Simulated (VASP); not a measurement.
MgS:

```
S Mg
1.0
     0.00000    2.87040    2.87040
     2.87040    0.00000    2.87040
     2.87040    2.87040    0.00000
S Mg
1 1
Cartesian
  1.4352 1.4352 1.4352
  0.0000 0.0000 0.0000
```

This cell differs from its parent crystal: volume scaled by 1.04.

Base run:

* Program: VASP 6.6.1
* Functional: PBE
* Potentials or basis: VASP PAW PBE potentials, release 64 (S, Mg)
* Cutoff: 520 eV
* k mesh: 8 × 8 × 8
* Occupations: fermi-dirac, width 0.05 eV
* Spin: no spin polarisation

Its results: band gap on the k mesh 3.25 eV, direct; pressure -1.3 GPa.

Q: After a change of settings the same cell gave: band gap on the k mesh 3.91 eV, direct; pressure -2.6 GPa. Which change was it?
A. functional from PBE to PBEsol
B. functional from PBE to HSE06; k mesh from 8 × 8 × 8 to 6 × 6 × 6
C. functional from PBE to r2SCAN
D. functional from PBE to LDA; potentials or basis from VASP PAW PBE potentials, release 64 (S, Mg) to VASP PAW LDA potentials, release 64 (S, Mg)

A: C.

r2SCAN gives the wider gap, since meta-GGAs in the generalised Kohn-Sham scheme recover part of the derivative discontinuity.

Caveats: the PAW data sets were made with another functional, which shifts forces and pressure a little (some runs).
